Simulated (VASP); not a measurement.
# Nb16H (a cell with a defect) in VASP: single point with PBEsol

Aim: the single point of Nb16H (a cell with a defect) with PBEsol.

Everything below comes from runs of VASP 6.6.1. Logs are shortened: lines on timing, memory, paths and dates and some standing lists are left out, and cuts for length are marked.

## Step 1: The cell of the first run

The cell holds a defect, 17 atoms: a = 6.600 Å, b = 6.600 Å, c = 6.600 Å, α = 90.00°, β = 90.00°, γ = 90.00°.

## Step 2: Single point, PBEsol

Input file INCAR:

```
SYSTEM = Nb16H
PREC = Accurate ; ENCUT = 520
EDIFF = 1E-6 ; ISMEAR = 0
SIGMA = 0.1 ; LREAL = Auto
LASPH = .TRUE. ; NELM = 100
ALGO = Normal ; ISIF = 2
LWAVE = .FALSE. ; LCHARG = .FALSE.
GGA = PS ; NBANDS = 118
```

Input file KPOINTS:

```
regular mesh
0
G
  3 3 3
  0 0 0
```

Input file POSCAR:

```
Nb16H
1.0
    6.6000000000      0.0000000000      0.0000000000
    0.0000000000      6.6000000000      0.0000000000
    0.0000000000      0.0000000000      6.6000000000
Nb H
16 1
Direct
   -0.0001524242      0.0014183333      0.0005201515
    0.4997165152      0.0014230303      0.0005089394
   -0.0018392424      0.5021845455     -0.0019810606
    0.0120389394     -0.0045580303      0.5047578788
    0.2497854545      0.2510550000      0.2491450000
    0.5013883333      0.5021945455     -0.0019918182
    0.4875292424     -0.0045451515      0.5047439394
    0.7497742424      0.2589859091      0.2412103030
   -0.0001528788      0.4996753030      0.4987822727
    0.2497806061      0.7501651515      0.2525278788
    0.2497816667      0.2476734848      0.7500398485
    0.4997172727      0.4996860606      0.4987766667
    0.7497825758      0.7525884848      0.2501415152
    0.7497837879      0.2500515152      0.7476072727
    0.2497804545      0.7460268182      0.7541690909
    0.7497818182      0.7480284848      0.7521690909
    0.7497875758      0.0587071212      0.4414324242
```

Potentials or basis: VASP PAW PBE potentials, release 64 (Nb_sv, H).

Launch:

```console
$ cat potpaw_PBE.64/Nb_sv/POTCAR potpaw_PBE.64/H/POTCAR > POTCAR
$ mpirun -np 1 vasp_std > vasp.out
```

OUTCAR:

```text
SYSTEM = Nb16H
   PREC = Accurate
   ENCUT = 520
   EDIFF = 1E-6
   ISMEAR = 0
   LREAL = Auto
   LASPH = .TRUE.
   NELM = 100
   ISIF = 2
   GGA = PS

 ion  position               nearest neighbor table
   1  1.000  0.001  0.001-  11 2.85   5 2.85  13 2.85   8 2.85  14 2.86  15 2.86  16 2.86  10 2.87

   2  0.500  0.001  0.001-  11 2.85   5 2.85  13 2.85   8 2.85  14 2.86  15 2.86  16 2.86  10 2.87

   3  0.998  0.502  0.998-   8 2.80  15 2.82  16 2.82  13 2.86  14 2.86   5 2.87  10 2.87  11 2.87
[... 23 lines left out ...]
  15  0.250  0.746  0.754-   4 2.81   7 2.81   6 2.82   3 2.82  12 2.86   9 2.86   2 2.86   1 2.86

  16  0.750  0.748  0.752-   6 2.82   3 2.82  12 2.86   2 2.86   9 2.86   1 2.86   4 2.89   7 2.89

  17  0.750  0.059  0.441-   4 1.83   7 1.83   8 1.87

  LATTYP: Found a simple cubic cell.
 ALAT       =     6.6000000000

  Lattice vectors:

 A1 = (   6.6000000000,   0.0000000000,   0.0000000000)
 A2 = (   0.0000000000,   6.6000000000,   0.0000000000)
 A3 = (   0.0000000000,   0.0000000000,   6.6000000000)

Analysis of symmetry for initial positions (statically):
=====================================================================
 Subroutine PRICEL returns:
 Original cell was already a primitive cell.

 Routine SETGRP: Setting up the symmetry group for a
 simple cubic supercell.

 Subroutine GETGRP returns: Found  1 space group operations
 (whereof  1 operations were pure point group operations)
 out of a pool of 48 trial point group operations.

The static configuration has the point symmetry C_1 .

Analysis of symmetry for dynamics (positions and initial velocities):
=====================================================================
 Subroutine PRICEL returns:
 Original cell was already a primitive cell.

 Routine SETGRP: Setting up the symmetry group for a
 simple cubic supercell.

 Subroutine GETGRP returns: Found  1 space group operations
 (whereof  1 operations were pure point group operations)
 out of a pool of 48 trial point group operations.

The dynamic configuration has the point symmetry C_1 .

 Subroutine INISYM returns: Found  1 space group operations
 (whereof  1 operations are pure point group operations),
 and found     1 'primitive' translations

----------------------------------------------------------------------------------------
[... 116 lines left out ...]
   IBRION =     -1    ionic relax: 0-MD 1-quasi-New 2-CG
   NFREE  =      0    steps in history (QN), initial steepest desc. (CG)
   ISIF   =      2    stress and relaxation
   ISYM   =      2    0-nonsym 1-usesym 2-fastsym
   POTIM  = 0.5000    time-step for ionic-motion
   TEBEG  =    0.0;   TEEND  =   0.0 temperature during run
   PSTRESS=    0.0 pullay stress
   NELECT =     209.0000    total number of electrons
   NUPDOWN=      -1.0000    fix difference up-down
   EMIN   =  10.00;   EMAX   =-10.00  energy-range for DOS
   EFERMI =   0.00;   METHOD = LEGACY
   ISMEAR =     0;   SIGMA  =   0.10  broadening in eV -4-tet -1-fermi 0-gaus
   EFERMI_NEDOS =   21; number of points for ismear=-14 and -15
   IALGO  =     38    algorithm
   IMIX   =      4    mixing-type and parameters
     AMIX     =   0.40;   BMIX     =  1.00
     AMIX_MAG =   1.60;   BMIX_MAG =  1.00
  volume/ion in A,a.u.               =      16.91       114.12
  Fermi-wavevector in a.u.,A,eV,Ry     =   1.472018  2.781710 29.481589  2.166836
  Thomas-Fermi vector in A             =   2.587083
   LORBIT       =      0    0 simple, 1 ext, 2 COOP (PROOUT), +10 PAW based schemes
   GGA     = PS    functional components
   LHFCALC =     F    Hartree Fock is set to
   AEXX    =    0.0000 exact exchange contribution
   IVDW    =     0    specifies the selected vdW correction
   LEPSILON=     F    determine dielectric tensor
   LRPA    =     F    only Hartree local field effects (RPA)
 non-spin polarized calculation
 Gauss-broadening in eV      SIGMA  =   0.10
  energy-cutoff  :      520.00
  volume of cell :      287.50
 maximum number of plane-waves:      7809
 NGX is ok and might be reduce to    50
   NGX = 25   NGY = 25   NGZ = 25

 number of electron     209.0000016 magnetization

 Free energy of the ion-electron system (eV)
  ---------------------------------------------------
  ext. energy  EPLUGINS =         0.00000000
  ---------------------------------------------------
  free energy    TOTEN  =      -179.10539402 eV

  energy without entropy =     -179.04704387  energy(sigma->0) =     -179.07621895

 E-fermi :  11.1090     XC(G=0): -12.6724

 val. band max:       11.0949625374   @ k =   0.0000   0.0000   0.3333
 cond. band min:      11.1281878420   @ k =   0.3333   0.0000   0.3333
 fundamental gap:      0.0332253047
 Fermi energy:        11.1089986976

 k-point     1 :       0.0000    0.0000    0.0000
  band No.  band energies     occupation
      1     -43.1162      2.00000
      2     -42.9359      2.00000
      3     -42.9223      2.00000
      4     -42.9129      2.00000
      5     -42.8846      2.00000
      6     -42.8777      2.00000
[... 1655 lines left out ...]
    115      13.5404      0.00000
    116      13.5760      0.00000
 [bands above 116 left out]

------------------------ aborting loop because EDIFF is reached ----------------------------------------

  FORCE on cell =-STRESS in cart. coord.  units (eV):
  Direction    XX          YY          ZZ          XY          YZ          ZX
  --------------------------------------------------------------------------------------
  -------------------------------------------------------------------------------------
  Total       -4.5002040     -7.9270895     -7.9257842     -0.0004942     -1.1491044      0.0004935
  in kB      -25.0790440    -44.1766253    -44.1693509     -0.0027543     -6.4038073      0.0027500
  external PRESSURE =     -37.8083401 kB  Pullay stress =       0.0000000 kB

 VOLUME and BASIS-vectors are now :
 -----------------------------------------------------------------------------
  energy-cutoff  :      520.00
  volume of cell :      287.50
      direct lattice vectors                 reciprocal lattice vectors
     6.600000000  0.000000000  0.000000000     0.151515152  0.000000000  0.000000000
     0.000000000  6.600000000  0.000000000     0.000000000  0.151515152  0.000000000
     0.000000000  0.000000000  6.600000000     0.000000000  0.000000000  0.151515152

 POSITION                                       TOTAL-FORCE (eV/Angst)
 -----------------------------------------------------------------------------------
      6.59899      0.00936      0.00343         0.006112      0.009094      0.011771
      3.29813      0.00939      0.00336        -0.006013      0.009221      0.012274
      6.58786      3.31442      6.58693         0.013746      0.005865     -0.005967
      0.07946      6.56992      3.33140         0.025131     -0.005782      0.005625
      1.64858      1.65696      1.64436        -0.000238     -0.024857      0.024454
      3.30916      3.31448      6.58685        -0.013473      0.005152     -0.005433
[... 9 lines left out ...]
      4.94856      4.93699      4.96432        -0.000440      0.034277     -0.034155
      4.94860      0.38747      2.91345        -0.000097      0.028291     -0.029179
 -----------------------------------------------------------------------------------
    total drift:                                0.001369      0.000671     -0.000798

  FREE ENERGIE OF THE ION-ELECTRON SYSTEM (eV)
  ---------------------------------------------------
  free  energy   TOTEN  =      -179.1053940209 eV

  energy  without entropy=     -179.0470438705  energy(sigma->0) =     -179.07621895
```

Run time: 8.7 min. Hardware: 1 thread of Intel Xeon 6975P-C (Granite Rapids), shared host; peak memory 0.52 GiB.

What came out:

```yaml
Free_energy: -179.1054 eV
Pressure: -3.8 GPa
Largest_force: 0.048 eV/Å
```

Forces on the atoms (eV/Å):
```
Nb   0.006  0.009  0.012
Nb  -0.006  0.009  0.012
Nb   0.014  0.006 -0.006
Nb   0.025 -0.006  0.006
Nb   0.000 -0.025  0.024
Nb  -0.013  0.005 -0.005
Nb  -0.024 -0.006  0.006
Nb   0.000 -0.021  0.021
Nb   0.006 -0.012 -0.009
Nb   0.000 -0.035 -0.003
Nb   0.000  0.003  0.034
Nb  -0.006 -0.012 -0.009
Nb   0.000  0.002 -0.004
Nb   0.000  0.005 -0.001
Nb   0.000  0.015 -0.015
Nb   0.000  0.034 -0.034
H    0.000  0.028 -0.029
```

Levels at points of the mesh, in eV from the Fermi level:
| k point | band 101 | band 102 | band 103 | band 104 | band 105 | band 106 |
| --- | --- | --- | --- | --- | --- | --- |
| (0.00, 0.00, 0.00) | 0.69 | 0.86 | 0.90 | 0.91 | 0.95 | 0.95 |

Caveat: the PAW data sets were made with another functional, which shifts forces and pressure a little.
